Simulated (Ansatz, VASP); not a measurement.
## Two plane-wave programs on Ga

```
Ga
1.0
     2.20931   -3.74437    0.00000
     2.20931    3.74437    0.00000
     0.00000    0.00000    4.42450
Ga
4
Cartesian
  2.2093 2.6023 0.3473
  2.2093 -1.1420 1.8649
  2.2093 -2.6023 4.0772
  2.2093 1.1420 2.5596
```

Change from the starting cell: volume scaled by 0.94, PAW files.

Alike in both runs: task electric field gradients; functional PBE; k mesh 9 × 9 × 8; occupations fermi-dirac, width 0.05 eV; no spin polarisation.

|  | VASP | Ansatz |
| --- | --- | --- |
| version | VASP 6.6.1 | Ansatz 0.2.0 |
| potentials or method | VASP PAW PBE potentials, release 64 (Ga_d) | PAW with Ansatz's default frozen-core files, scalar-relativistic |
| plane-wave cutoff (eV) | 520 | 420 |
| valence electrons in the cell | 52 | 52 |

VASP gave:

```
pressure (GPa)                                                : 6.8
traceless stress, the component that is largest in VASP (GPa) : 2.39
rms of the force components (eV/Å)                            : 0.277
size of Vzz on the site where it differs most (V/Å²)          : 55.8
```

Q: Estimate Ansatz's values.

A: Pressure (GPa): 6.7; traceless stress, the component that is largest in VASP (GPa): 2.37; rms of the force components (eV/Å): 0.279; size of Vzz on the site where it differs most (V/Å²): 58.2.

Atom by atom the forces differ by 0.002 eV/Å (rms over components). With one functional, cell and mesh, what is left measures potentials, basis and numerics.
